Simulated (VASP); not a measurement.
Runs of VASP 6.6.1 on Y. The structure is that of space group P6_3/mmc (No. 194), or close to it. The cells are those of the table. 

```tsv
level	cell	k mesh	gap on the mesh (eV)	pressure (GPa)
PBEsol	a = 3.623, b = 3.623, c = 5.692 Å, angles 90.0, 90.0, 120.0°, 2 atoms	8 × 8 × 5	none	-1.4
PBEsol	a = 3.647, b = 3.647, c = 5.731 Å, angles 90.0, 90.0, 120.0°, 2 atoms	8 × 8 × 5	none	-2.1
PBE	a = 3.647, b = 3.647, c = 5.960 Å, angles 90.0, 90.0, 120.0°, 2 atoms	7 × 7 × 4	none	(a)
PBEsol	a = 3.672, b = 3.672, c = 5.769 Å, angles 90.0, 90.0, 120.0°, 2 atoms	8 × 8 × 5	none	-2.8
```

Alike in all rows: task single point; potentials or basis VASP PAW PBE potentials, release 64 (Y_sv); no spin polarisation; cutoff (eV) 520; smearing fermi-dirac 0.05 eV.

**Question.** Fill in the values left out.

**Answer.** (a) -1.7.

Caveats: the PAW data sets were made with another functional, which shifts forces and pressure a little (some runs).

A k mesh can miss the band edges, and the runs leave out spin-orbit coupling on Y.

A gap of «none» marks levels without a gap at the run's occupations.
